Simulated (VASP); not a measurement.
**KF: single point with PBE**

KF:

```
K F
1.0
     0.00000    2.71054    2.50725
     2.71054    0.00000    2.50725
     2.71054    2.71054    0.00000
K F
1 1
Direct
  0.00000 0.00000 0.00000
  0.50000 0.50000 0.50000
```

This cell differs from its parent crystal: normal strain along x +0.0000, normal strain along z -0.0750.

| Quantity | Value |
| --- | --- |
| Program | VASP 6.6.1 |
| Task | single point |
| Functional | PBE |
| Potentials or basis | VASP PAW PBE potentials, release 64 (K_sv, F) |
| Cutoff | 520 eV |
| k mesh | 8 × 8 × 8 |
| Occupations | gaussian, width 0.05 eV |
| Spin | no spin polarisation |
| Dipole correction | no |
| Further INCAR settings | ALGO = Normal; EDIFF = 1e-07; NBANDS = 15 |

| Quantity | Value |
| --- | --- |
| Pressure | 3.4 GPa |
| Band gap on the k mesh | 6.20 eV |

Stress tensor (GPa, compression positive):
```
1.27 0.00 0.00
0.00 1.27 0.00
0.00 0.00 7.81
```

Levels at points of the mesh, in eV from the valence-band top:
```csv
k point,band 4,band 5,band 6,band 7,band 8,band 9,band 10,band 11,band 12,band 13
"(0.00, 0.00, 0.00)",-9.36,-9.36,-0.16,-0.16,0.00,6.20,10.55,10.55,11.00,11.99
"(0.50, 0.00, 0.00)",-9.45,-9.33,-0.95,-0.51,-0.50,9.08,10.74,11.90,12.42,14.39
"(0.50, 0.50, 0.00)",-9.65,-9.65,-0.22,-0.22,-0.13,7.93,10.48,12.46,13.69,14.34
"(0.50, 0.00, 0.50)",-9.62,-9.53,-0.38,-0.21,-0.03,8.25,10.36,11.72,13.70,14.02
```

It took 14 s on 1 thread of AMD EPYC 9R45 96-Core Processor (Zen 5) (shared host), peak memory 0.15 GiB.

Caveat: the cell differs from its parent crystal (normal strain along x +0.0000, normal strain along z -0.0750); the cell stands under pressure. A k mesh can miss the band edges.
